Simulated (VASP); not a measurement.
Here is a VASP 6.6.1 calculation.

INCAR

```
  PREC = Accurate
  ENCUT = 520
  EDIFF = 1E-7
  ISMEAR = -1
  SIGMA = 0.05
  LREAL = Auto
  LASPH = True
  NELM = 80
  ALGO = Normal
  ISIF = 2
  LWAVE = False
  LCHARG = False
  GGA = PS
  NBANDS = 48
```

File KPOINTS:

```
Automatic mesh
0
Gamma
  2 2 2
```

Contents of POSCAR:

```
Si
1.0
    0.0000000000      5.4300000000      5.4300000000
    5.4300000000      0.0000000000      5.4300000000
    5.4300000000      5.4300000000      0.0000000000
Si
17
Direct
   -0.0135017495      0.0022297422      0.0021277164
    0.0871615101      0.1382276243      0.1373985267
   -0.0133130755      0.0019497238      0.5094209945
    0.1279315838      0.1106956722      0.6308680479
   -0.0128795580      0.5103930018      0.0012011050
    0.1291164825      0.6309474217      0.1104768877
    0.0615825967      0.4794356354      0.4793905157
    0.1295294659      0.6304812155      0.6293653775
    0.4610964088      0.0133608656      0.0128339779
    0.6142206262      0.1222922652      0.1213955801
    0.5036776243     -0.0306919890      0.5142159300
    0.6142476980      0.1221307551      0.6423906077
    0.5050760589      0.5147421731     -0.0300259669
    0.6143557090      0.6432544199      0.1211770718
    0.5056436464      0.5133946593      0.5102044199
    0.6840415285      0.6051603131      0.6051481584
    0.4718904236      0.3403848987      0.3431462247
```

Potentials or basis: VASP PAW PBE potentials, release 64 (Si).

Command:

```bash
$ cat potpaw_PBE.64/Si/POTCAR > POTCAR
$ mpirun -np 1 vasp_std > vasp.out
```

Problem. Predict the band gap on the k mesh.

Solution. Zero (bands 34 and 35 overlap by 0.09 eV).

Problem. Estimate the largest force.

Solution. 0.158 eV/Å.

Stress tensor (GPa, compression positive):
```
 2.66  0.51  0.54
 0.51  2.64 -0.55
 0.54 -0.55  2.61
```

Caveat: the k points lie up to 0.50 Å⁻¹ apart; the PAW data sets were made with another functional, which shifts forces and pressure a little.
